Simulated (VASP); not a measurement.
Set up this calculation in VASP 6.6.1, as the native input.

```
Task                   : single point
Functional             : LDA
Potentials or basis    : VASP PAW LDA potentials, release 64 (W_sv, C)
Cutoff                 : 520 eV
k mesh                 : 13 × 13 × 12
Occupations            : tetrahedron
Spin                   : no spin polarisation
Dipole correction      : no
Further INCAR settings : ALGO = Normal; EDIFF = 1e-06; NBANDS = 16
```

The structure of WC lies in POSCAR:

```
WC
1.0
    2.9005014360      0.0000000000      0.0000000000
   -1.4502507180      2.5119079273      0.0000000000
    0.0000000000      0.0000000000      2.8290000000
W C
1 1
Direct
    0.0000000000      0.0000000000      0.0000000000
    0.6666666667      0.3333333333      0.5000000000
```

The input as run:

INCAR

```
SYSTEM = WC
ALGO = Normal ; EDIFF = 1E-6
ENCUT = 520 ; ISIF = 2
ISMEAR = -5 ; LASPH = .TRUE.
LCHARG = .TRUE. ; LELF = .TRUE.
LREAL = .FALSE. ; LVHAR = .TRUE.
LWAVE = .FALSE. ; NBANDS = 16
NELM = 100 ; PREC = Accurate
SIGMA = 0.1
```

KPOINTS

```
k-points
0
G
  13 13 12
  0 0 0
```

Potentials or basis: VASP PAW LDA potentials, release 64 (W_sv, C).

Launch:

```sh
$ cat potpaw_LDA.64/W_sv/POTCAR potpaw_LDA.64/C/POTCAR > POTCAR
$ mpirun -np 1 vasp_std > vasp.out
```

It gave:

* Pressure: -4.5 GPa
* Band gap on the k mesh: zero (band 9 reaches 11.72 eV, above the bottom of band 10 at 10.45 eV)

Caveat: spin-orbit coupling is left out, which moves the levels of the heavy elements; tetrahedron occupations give inexact forces and stress in metals.

It took 16 s on 1 thread of Intel(R) Xeon(R) 6975P-C (Granite Rapids) (shared host), peak memory 0.16 GiB.
